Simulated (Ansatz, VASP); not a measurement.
GaAs: VASP beside Ansatz

The input INCAR:

```
PREC = Accurate
ENCUT = 500
EDIFF = 1E-6
ISMEAR = 0
SIGMA = 0.05
LREAL = False
LASPH = True
NELM = 120
ALGO = Normal
ISIF = 2
LWAVE = False
LCHARG = False
GGA = CA
NBANDS = 16
GGA_COMPAT = False
```

The input KPOINTS:

```
regular mesh
0
Gamma
  6 6 6
```

POSCAR

```
GaAs
1.0
    3.1765811811      0.0000000000      0.0000000000
    0.0000000000      3.1765811811      0.0000000000
    0.0000000000      0.0000000000      3.1765811811
Ga As
1 1
Direct
    0.0000000000      0.0000000000      0.0000000000
    0.5000000000      0.5000000000      0.5000000000
```

Input for Ansatz:

```yaml
crystal:
  lattice:
    - [3.1765811811, 0.0, 0.0]
    - [0.0, 3.1765811811, 0.0]
    - [0.0, 0.0, 3.1765811811]
  atoms:
    - { symbol: Ga, position: [0.0, 0.0, 0.0] }
    - { symbol: As, position: [0.5, 0.5, 0.5] }
basis:
  ecutwfc: 420
kpoints:
  mp_grid: { grid: [6, 6, 6] }
hamiltonian:
  xc: lda
scf:
  occupations: { method: gaussian, width: 0.05 }
output:
  forces: true
  stress: true
  eigenvalues: true
```

Alike in both runs: task single point; functional LDA; k mesh 6 × 6 × 6; occupations gaussian, width 0.05 eV; no spin polarisation.

|  | VASP | Ansatz |
| --- | --- | --- |
| version | VASP 6.6.1 | Ansatz 0.2.0 |
| potentials or method | VASP PAW LDA potentials, release 64 (Ga_d, As), cutoff 500 eV | scalar-relativistic, plane waves, PAW |
| valence electrons in the cell | 18 | 28 |

```tsv
	VASP	Ansatz	Ansatz less VASP
gap on the k mesh at the Fermi level (eV)	none	none	-
pressure (GPa)	9.0	8.9	-0.10
```

LDA's correlation is that of Perdew and Zunger in VASP and of Perdew and Wang (1992) in Ansatz. A gap of «none» marks a metal or a gap that the smearing closes. VASP's potentials hold 18 valence electrons a cell and Ansatz's 28, so a difference there can come from the potentials and not from the codes.
